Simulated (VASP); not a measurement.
Crystal: RbBr.

```
Rb Br
1.0
     4.84651    0.00000    0.00000
    -2.42326    4.19720    0.00000
     0.00000    0.00000   11.87148
Rb Br
3 3
Direct
  0.00000 0.00000 0.00000
  0.33333 0.66667 0.33333
  0.66667 0.33333 0.66667
  0.66667 0.33333 0.16667
  0.00000 0.00000 0.50000
  0.33333 0.66667 0.83333
```

- Program: VASP 6.6.1
- Task: relaxation of cell and atoms
- Functional: PBE
- Potentials or basis: VASP PAW PBE potentials, release 64 (Rb_sv, Br)
- Cutoff: 600 eV
- k mesh: 6 × 6 × 2
- Occupations: gaussian, width 0.02 eV
- Spin: no spin polarisation

At the start: pressure 1.0 GPa; volume 40.25 Å³/atom.

Problem. How do energy, volume and symmetry change on relaxing?

Solution. Over 4 steps the energy falls by 9.1 meV/atom and the volume is 43.29 Å³/atom (+7.6 %); space group Fm-3m (No. 225, to 0.1 Å) before and after.

The path:
```
step  energy change (eV)  largest force (eV/Å)  pressure (GPa)  volume (Å³)
   1              0.0000                0.0000            1.03       241.49
   2             -0.0420                0.0000            0.46       250.64
   3             -0.0543                0.0000           -0.05       260.82
   4             -0.0545                0.0000            0.00       259.76
```

Final structure:
```
Rb Br
1.0
     4.96579    0.00000    0.00000
    -2.48289    4.30050    0.00000
     0.00000    0.00000   12.16361
Rb Br
3 3
Direct
  0.00000 0.00000 0.00000
  0.33333 0.66667 0.33333
  0.66667 0.33333 0.66667
  0.66667 0.33333 0.16667
  0.00000 0.00000 0.50000
  0.33333 0.66667 0.83333
```
